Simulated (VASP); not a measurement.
# Co (Fd-3m) in VASP: notebook, part 2 of 2

VASP 6.6.1. Earlier steps stand in the parts before.

**3. Single point, LDA, collinear spin, ferromagnetic start (volume scaled by 0.45)**

Contents of INCAR:

```
PREC = Accurate
ENCUT = 520
EDIFF = 1E-6
ISMEAR = -1
SIGMA = 0.1
LREAL = F
LASPH = T
NELM = 150
ALGO = Normal
ISIF = 2
LWAVE = F
LCHARG = T
ISPIN = 2
MAGMOM = 1.7 1.7
LORBIT = 11
LMAXMIX = 4
LELF = T
LVHAR = T
NBANDS = 20
```

Contents of KPOINTS:

```
Automatic mesh
0
Gamma
  16 16 16
```

Contents of POSCAR:

```
Co
1.0
    0.0000000000      1.8366736286      1.8366736286
    1.8366736286      0.0000000000      1.8366736286
    1.8366736286      1.8366736286      0.0000000000
Co
2
Direct
   -0.1250000000     -0.1250000000     -0.1250000000
    0.1250000000      0.1250000000      0.1250000000
```

Potentials or basis: VASP PAW LDA potentials, release 64 (Co).

Started as:

```bash
cat potpaw_LDA.64/Co/POTCAR > POTCAR
mpirun -np 1 vasp_std > vasp.out
```

OUTCAR:

```text
PREC = Accurate
   ENCUT = 520
   EDIFF = 1E-6
   ISMEAR = -1
   LREAL = F
   LASPH = T
   NELM = 150
   ISIF = 2
   ISPIN = 2
   LORBIT = 11

 ion  position               nearest neighbor table
   1  0.875  0.875  0.875-   2 1.59   2 1.59   2 1.59   2 1.59   2 3.05   2 3.05   2 3.05   2 3.05
                             2 3.05   2 3.05   2 3.05   2 3.05   2 3.05   2 3.05   2 3.05   2 3.05
   2  0.125  0.125  0.125-   1 1.59   1 1.59   1 1.59   1 1.59   1 3.05   1 3.05   1 3.05   1 3.05
                             1 3.05   1 3.05   1 3.05   1 3.05   1 3.05   1 3.05   1 3.05   1 3.05

  LATTYP: Found a face centered cubic cell.
 ALAT       =     3.6733472572

  Lattice vectors:

 A1 = (   0.0000000000,   1.8366736286,   1.8366736286)
 A2 = (   1.8366736286,   0.0000000000,   1.8366736286)
 A3 = (   1.8366736286,   1.8366736286,   0.0000000000)

Analysis of symmetry for initial positions (statically):
=====================================================================
 Subroutine PRICEL returns:
 Original cell was already a primitive cell.

 Routine SETGRP: Setting up the symmetry group for a
 face centered cubic supercell.

 Subroutine GETGRP returns: Found 48 space group operations
 (whereof 12 operations were pure point group operations)
 out of a pool of 48 trial point group operations.

The static configuration has the point symmetry D_3d.
 The point group associated with its full space group is O_h .

Analysis of symmetry for dynamics (positions and initial velocities):
=====================================================================
 Subroutine PRICEL returns:
 Original cell was already a primitive cell.

 Routine SETGRP: Setting up the symmetry group for a
 face centered cubic supercell.

 Subroutine GETGRP returns: Found 48 space group operations
 (whereof 12 operations were pure point group operations)
 out of a pool of 48 trial point group operations.

The dynamic configuration has the point symmetry D_3d.
 The point group associated with its full space group is O_h .

Analysis of structural, dynamic, and magnetic symmetry:
=====================================================================
 Subroutine PRICEL returns:
 Original cell was already a primitive cell.

 Routine SETGRP: Setting up the symmetry group for a
 face centered cubic supercell.

 Subroutine GETGRP returns: Found 48 space group operations
 (whereof 12 operations were pure point group operations)
 out of a pool of 48 trial point group operations.

The overall configuration has the point symmetry D_3d.
 The point group associated with its full space group is O_h .

 Subroutine INISYM returns: Found 48 space group operations
 (whereof 12 operations are pure point group operations),
 and found     1 'primitive' translations

----------------------------------------------------------------------------------------

                                     Primitive cell

  volume of cell :      12.3916

  direct lattice vectors                    reciprocal lattice vectors
     0.000000000  1.836673629  1.836673629    -0.272231273  0.272231273  0.272231273
     1.836673629  0.000000000  1.836673629     0.272231273 -0.272231273  0.272231273
[... 72 lines left out ...]
   ions per type =               2
   NGX,Y,Z   is equivalent  to a cutoff of  12.80, 12.80, 12.80 a.u.
   NGXF,Y,Z  is equivalent  to a cutoff of  25.60, 25.60, 25.60 a.u.
 SYSTEM =  unknown system
   PREC   = accura    normal or accurate (medium, high low for compatibility)
   ISTART =      0    job   : 0-new  1-cont  2-samecut
   ICHARG =      2    charge: 1-file 2-atom 10-const
   ISPIN  =      2    spin polarized calculation?
   LNONCOLLINEAR =      F non collinear calculations
   LSORBIT =      F    spin-orbit coupling
   LASPH  =      T    aspherical Exc in radial PAW
   ENCUT  =  520.0 eV  38.22 Ry    6.18 a.u.   4.83  4.83  4.83*2*pi/ulx,y,z
   NELM   =    150;   NELMIN=  2; NELMDL= -5     # of ELM steps
   EDIFF  = 0.1E-05   stopping-criterion for ELM
   LREAL  =      F    real-space projection
   EDIFFG = 0.1E-04   stopping-criterion for IOM
   NSW    =      0    number of steps for IOM
   IBRION =     -1    ionic relax: 0-MD 1-quasi-New 2-CG
   NFREE  =      0    steps in history (QN), initial steepest desc. (CG)
   ISIF   =      2    stress and relaxation
   ISYM   =      2    0-nonsym 1-usesym 2-fastsym
   POTIM  = 0.5000    time-step for ionic-motion
   TEBEG  =    0.0;   TEEND  =   0.0 temperature during run
   PSTRESS=    0.0 pullay stress
   NELECT =      18.0000    total number of electrons
   NUPDOWN=      -1.0000    fix difference up-down
   EMIN   =  10.00;   EMAX   =-10.00  energy-range for DOS
   EFERMI =   0.00;   METHOD = LEGACY
   ISMEAR =    -1;   SIGMA  =   0.10  broadening in eV -4-tet -1-fermi 0-gaus
   EFERMI_NEDOS =   21; number of points for ismear=-14 and -15
   IALGO  =     38    algorithm
   IMIX   =      4    mixing-type and parameters
     AMIX     =   0.40;   BMIX     =  1.00
     AMIX_MAG =   1.60;   BMIX_MAG =  1.00
  volume/ion in A,a.u.               =       6.20        41.81
  Fermi-wavevector in a.u.,A,eV,Ry     =   1.854060  3.503665 46.770527  3.437537
  Thomas-Fermi vector in A             =   2.903459
   LORBIT       =     11    0 simple, 1 ext, 2 COOP (PROOUT), +10 PAW based schemes
   GGA     = CA    functional components
   LHFCALC =     F    Hartree Fock is set to
   AEXX    =    0.0000 exact exchange contribution
   IVDW    =     0    specifies the selected vdW correction
   LEPSILON=     F    determine dielectric tensor
   LRPA    =     F    only Hartree local field effects (RPA)
 spin polarized calculation
  energy-cutoff  :      520.00
  volume of cell :       12.39
 maximum number of plane-waves:       343
   NGX =  9   NGY =  9   NGZ =  9

 number of electron      17.9999985 magnetization       0.0004190

 number of electron      17.9999985 magnetization      -0.0003093

 Free energy of the ion-electron system (eV)
  ---------------------------------------------------
  ext. energy  EPLUGINS =         0.00000000
  ---------------------------------------------------
  free energy    TOTEN  =         1.28357402 eV

  energy without entropy =        1.33019566  energy(sigma->0) =        1.30688484

 E-fermi :  22.3304     XC(G=0): -16.9394

 val. band max:       22.3212436072   @ k =   0.4375   0.3750   0.0000
 cond. band min:      22.3358313171   @ k =   0.5000   0.1875   0.0625
 fundamental gap:      0.0145877099
 Fermi energy:        22.3304196070

 spin component 1

 k-point     1 :       0.0000    0.0000    0.0000
  band No.  band energies     occupation
      1       9.8585      1.00000
      2      12.8468      1.00000
      3      12.8468      1.00000
      4      15.0278      1.00000
      5      15.0278      1.00000
      6      15.0278      1.00000
[... 541 lines left out ...]
     19      54.6992      0.00000
     20      55.1484      0.00000

 [... further k-points ...]

 spin component 2

 k-point     1 :       0.0000    0.0000    0.0000
  band No.  band energies     occupation
      1       9.8586      1.00000
      2      12.8468      1.00000
      3      12.8468      1.00000
      4      15.0278      1.00000
      5      15.0278      1.00000
      6      15.0278      1.00000
[... 541 lines left out ...]
     19      54.6992      0.00000
     20      55.1483      0.00000

 [... further k-points ...]
[... 5 lines left out ...]
  --------------------------------------------------------------------------------------
  -------------------------------------------------------------------------------------
  Total       46.3450962     46.3450962     46.3450962      0.0000000      0.0000000      0.0000000
  in kB     5992.2290191   5992.2290191   5992.2290191      0.0000000      0.0000000      0.0000000
  external PRESSURE =    5992.2290191 kB  Pullay stress =       0.0000000 kB

 VOLUME and BASIS-vectors are now :
 -----------------------------------------------------------------------------
  energy-cutoff  :      520.00
  volume of cell :       12.39
      direct lattice vectors                 reciprocal lattice vectors
     0.000000000  1.836673629  1.836673629    -0.272231273  0.272231273  0.272231273
     1.836673629  0.000000000  1.836673629     0.272231273 -0.272231273  0.272231273
     1.836673629  1.836673629  0.000000000     0.272231273  0.272231273 -0.272231273

 POSITION                                       TOTAL-FORCE (eV/Angst)
 -----------------------------------------------------------------------------------
      3.21418      3.21418      3.21418         0.000000      0.000000      0.000000
      0.45917      0.45917      0.45917        -0.000000     -0.000000     -0.000000
 -----------------------------------------------------------------------------------
    total drift:                                0.000000     -0.000000     -0.000000

  FREE ENERGIE OF THE ION-ELECTRON SYSTEM (eV)
  ---------------------------------------------------
  free  energy   TOTEN  =         1.2835740237 eV

  energy  without entropy=        1.3301956579  energy(sigma->0) =        1.30688484

 total charge

# of ion       s       p       d       tot
------------------------------------------
    1        0.873   1.101   8.656  10.630
    2        0.873   1.101   8.656  10.630
--------------------------------------------------
tot          1.746   2.201  17.313  21.260

 magnetization (x)

# of ion       s       p       d       tot
------------------------------------------
    1       -0.000  -0.000   0.000  -0.000
    2       -0.000  -0.000   0.000  -0.000
--------------------------------------------------
tot         -0.000  -0.000   0.000  -0.000
```

OSZICAR:

```text
N       E                     dE             d eps       ncg     rms          rms(c)
DAV:   1     0.102297687818E+03    0.10230E+03   -0.71754E+03 12976   0.139E+03
DAV:   2     0.646571979901E+01   -0.95832E+02   -0.85339E+02 11704   0.243E+02
DAV:   3     0.914999731348E+00   -0.55507E+01   -0.54359E+01 12952   0.665E+01
DAV:   4     0.836636130019E+00   -0.78364E-01   -0.78298E-01 14588   0.698E+00
DAV:   5     0.834447412508E+00   -0.21887E-02   -0.21874E-02 14524   0.123E+00    0.414E+01
DAV:   6     0.902726972939E+00    0.68280E-01   -0.38000E-01 13852   0.112E+01    0.264E+01
DAV:   7     0.120248705030E+01    0.29976E+00   -0.45649E-02 17000   0.339E+00    0.161E+01
DAV:   8     0.128704081803E+01    0.84554E-01   -0.20073E-02 17264   0.145E+00    0.253E+00
DAV:   9     0.128375191948E+01   -0.32889E-02   -0.67221E-03 14336   0.121E+00    0.342E-01
DAV:  10     0.128356861589E+01   -0.18330E-03   -0.29989E-04 14744   0.200E-01    0.146E-01
DAV:  11     0.128356092787E+01   -0.76880E-05   -0.32404E-05 16700   0.746E-02    0.431E-02
DAV:  12     0.128357277808E+01    0.11850E-04   -0.44571E-06 15968   0.185E-02    0.105E-02
DAV:  13     0.128357399248E+01    0.12144E-05   -0.31592E-07  9944   0.665E-03    0.344E-03
DAV:  14     0.128357402367E+01    0.31183E-07   -0.88841E-08  9112   0.266E-03
   1 F= 0.12835740E+01 E0= 0.13068848E+01  d E =-.466216E-01  mag=    -0.0001
```

stdout:

```text
POSCAR found type information on POSCAR Co
 POSCAR found :  1 types and       2 ions
 scaLAPACK will be used
 LDA part: xc-table for (Slater(with rela. corr.)+CA(PZ))
 , standard interpolation
 POSCAR, INCAR and KPOINTS ok, starting setup
 FFT: planning ... GRIDC
 FFT: planning ... GRID_SOFT
 FFT: planning ... GRID
 WAVECAR not read
 entering main loop
```

It took 46 s on 1 thread of Intel Xeon Platinum 8559C (Emerald Rapids), shared host; peak memory 0.16 GiB.

Results:

```
Free energy            : 1.2836 eV
Pressure               : 599.2 GPa
Band gap on the k mesh : zero (filled and empty bands overlap)
Net moment             : 0.00 μB per cell
```

Levels at points of the mesh, in eV from the Fermi level:
Spin up:
```csv
k point,band 6,band 7,band 8,band 9,band 10,band 11,band 12,band 13
"(0.00, 0.00, 0.00)",-7.30,-3.43,-3.43,-3.43,1.55,1.55,20.29,20.82
"(0.50, 0.00, 0.00)",-6.87,-2.34,-1.12,-1.12,0.31,0.31,5.35,17.07
"(0.50, 0.50, 0.00)",-4.23,-2.45,-2.45,0.63,0.63,4.77,4.77,9.15
```
Spin down:
```
           k point  band 7  band 8  band 9  band 10  band 11  band 12
(0.00, 0.00, 0.00)   -3.43   -3.43   -3.43     1.55     1.55    20.29
(0.50, 0.00, 0.00)   -2.34   -1.12   -1.12     0.31     0.31     5.35
(0.50, 0.50, 0.00)   -2.45   -2.45    0.63     0.63     4.77     4.77
```

Caveat: the starting moments collapsed, and a magnetic state may lie lower.

**4. Single point, LDA, collinear spin, ferromagnetic start (volume scaled by 0.55)**

Contents of INCAR:

```
PREC = Accurate
ENCUT = 520
EDIFF = 1E-6
ISMEAR = -1
SIGMA = 0.1
LREAL = False
LASPH = True
NELM = 150
ALGO = Normal
ISIF = 2
LWAVE = False
LCHARG = False
ISPIN = 2
MAGMOM = 1.7 1.7
LORBIT = 11
LMAXMIX = 4
NBANDS = 20
```

Contents of KPOINTS:

```
regular mesh
0
Gamma
  16 16 16
```

Contents of POSCAR:

```
Co
1.0
    0.0000000000      1.9637312389      1.9637312389
    1.9637312389      0.0000000000      1.9637312389
    1.9637312389      1.9637312389      0.0000000000
Co
2
Direct
   -0.1250000000     -0.1250000000     -0.1250000000
    0.1250000000      0.1250000000      0.1250000000
```

Potentials or basis: VASP PAW LDA potentials, release 64 (Co).

Started as:

```bash
cat potpaw_LDA.64/Co/POTCAR > POTCAR
mpirun -np 1 vasp_std > vasp.out
```

OUTCAR:

```text
PREC = Accurate
   ENCUT = 520
   EDIFF = 1E-6
   ISMEAR = -1
   LREAL = False
   LASPH = True
   NELM = 150
   ISIF = 2
   ISPIN = 2
   LORBIT = 11

 ion  position               nearest neighbor table
   1  0.875  0.875  0.875-   2 1.70   2 1.70   2 1.70   2 1.70
   2  0.125  0.125  0.125-   1 1.70   1 1.70   1 1.70   1 1.70

  LATTYP: Found a face centered cubic cell.
 ALAT       =     3.9274624778

  Lattice vectors:

 A1 = (   0.0000000000,   1.9637312389,   1.9637312389)
 A2 = (   1.9637312389,   0.0000000000,   1.9637312389)
 A3 = (   1.9637312389,   1.9637312389,   0.0000000000)

[... 1320 lines left out ...]
  external PRESSURE =    3150.6587575 kB  Pullay stress =       0.0000000 kB

 VOLUME and BASIS-vectors are now :
 -----------------------------------------------------------------------------
  energy-cutoff  :      520.00
  volume of cell :       15.15
      direct lattice vectors                 reciprocal lattice vectors
     0.000000000  1.963731239  1.963731239    -0.254617328  0.254617328  0.254617328
     1.963731239  0.000000000  1.963731239     0.254617328 -0.254617328  0.254617328
     1.963731239  1.963731239  0.000000000     0.254617328  0.254617328 -0.254617328

 POSITION                                       TOTAL-FORCE (eV/Angst)
 -----------------------------------------------------------------------------------
      3.43653      3.43653      3.43653         0.000000      0.000000      0.000000
      0.49093      0.49093      0.49093        -0.000000     -0.000000     -0.000000
 -----------------------------------------------------------------------------------
    total drift:                                0.000000      0.000000      0.000000

  FREE ENERGIE OF THE ION-ELECTRON SYSTEM (eV)
  ---------------------------------------------------
  free  energy   TOTEN  =        -6.3195063506 eV

  energy  without entropy=       -6.2651728860  energy(sigma->0) =       -6.29233962

 total charge

# of ion       s       p       d       tot
------------------------------------------
    1        0.820   0.947   8.222   9.989
    2        0.820   0.947   8.222   9.989
--------------------------------------------------
tot          1.639   1.895  16.443  19.977

 magnetization (x)

# of ion       s       p       d       tot
------------------------------------------
    1       -0.000  -0.000  -0.000  -0.000
    2       -0.000  -0.000  -0.000  -0.000
--------------------------------------------------
tot         -0.000  -0.000  -0.000  -0.000
```

OSZICAR:

```text
N       E                     dE             d eps       ncg     rms          rms(c)
DAV:   1     0.961478519087E+02    0.96148E+02   -0.75988E+03 12952   0.135E+03
DAV:   2    -0.752262025585E+00   -0.96900E+02   -0.85789E+02 11700   0.235E+02
DAV:   3    -0.626681744462E+01   -0.55146E+01   -0.53846E+01 12844   0.654E+01
DAV:   4    -0.634790738175E+01   -0.81090E-01   -0.81038E-01 14264   0.697E+00
DAV:   5    -0.635045058831E+01   -0.25432E-02   -0.25430E-02 14480   0.127E+00    0.293E+01
DAV:   6    -0.655031895324E+01   -0.19987E+00   -0.12575E-01 18592   0.759E+00    0.158E+01
DAV:   7    -0.636496603365E+01    0.18535E+00   -0.39804E-02 16616   0.315E+00    0.100E+01
DAV:   8    -0.632164065955E+01    0.43325E-01   -0.70526E-03 16952   0.879E-01    0.246E+00
DAV:   9    -0.631924834579E+01    0.23923E-02   -0.28986E-03 17548   0.868E-01    0.199E-01
DAV:  10    -0.631950813162E+01   -0.25979E-03   -0.21965E-04 15836   0.191E-01    0.565E-02
DAV:  11    -0.631951591317E+01   -0.77815E-05   -0.11349E-05 15120   0.296E-02    0.559E-02
DAV:  12    -0.631951051435E+01    0.53988E-05   -0.27785E-06 15132   0.146E-02    0.222E-02
DAV:  13    -0.631950659415E+01    0.39202E-05   -0.44940E-07  9004   0.984E-03    0.700E-03
DAV:  14    -0.631950635063E+01    0.24351E-06   -0.90178E-08  7476   0.245E-03
   1 F= -.63195064E+01 E0= -.62923396E+01  d E =-.543335E-01  mag=    -0.0002
```

Wall time 46 s (1 thread of Intel Xeon Platinum 8559C (Emerald Rapids), shared host); peak memory 0.18 GiB.

Results:

```yaml
Free_energy: -6.3195 eV
Pressure: 315.1 GPa
Band_gap_on_the_k_mesh: zero (filled and empty bands overlap)
Net_moment: 0.00 μB per cell
```

Caveat: the starting moments collapsed, and a magnetic state may lie lower.
